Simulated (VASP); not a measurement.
V: single point with PBEsol

Crystal: V.

```
V
1.0
    -1.47999    1.47999    1.47999
     1.47999   -1.47999    1.47999
     1.47999    1.47999   -1.47999
V
1
Direct
  0.00000 0.00000 0.00000
```

```json
{"Program": "VASP 6.6.1", "Task": "single point", "Functional": "PBEsol", "Potentials or basis": "VASP PAW PBE potentials, release 64 (V_sv)", "Cutoff": "520 eV", "k mesh": "14 × 14 × 14", "Occupations": "fermi-dirac, width 0.05 eV", "Spin": "no spin polarisation"}
```

```yaml
Pressure: 0.0 GPa
```

Levels at points of the mesh, in eV from the Fermi level:
| k point | band 4 | band 5 | band 6 | band 7 | band 8 | band 9 |
| --- | --- | --- | --- | --- | --- | --- |
| (0.00, 0.00, 0.00) | -36.76 | -6.67 | 0.42 | 0.42 | 0.42 | 2.53 |
| (0.50, 0.00, 0.00) | -36.77 | -3.31 | -1.20 | 1.80 | 2.54 | 2.91 |
| (0.50, 0.50, 0.50) | -37.46 | -3.18 | -3.18 | 3.94 | 3.94 | 3.94 |

Wall time 12 s on 1 thread of Intel(R) Xeon(R) Platinum 8375C CPU @ 2.90GHz (Ice Lake), with other jobs on the host, peak memory 0.13 GiB.

Caveat: the PAW data sets were made with another functional, which shifts forces and pressure a little.
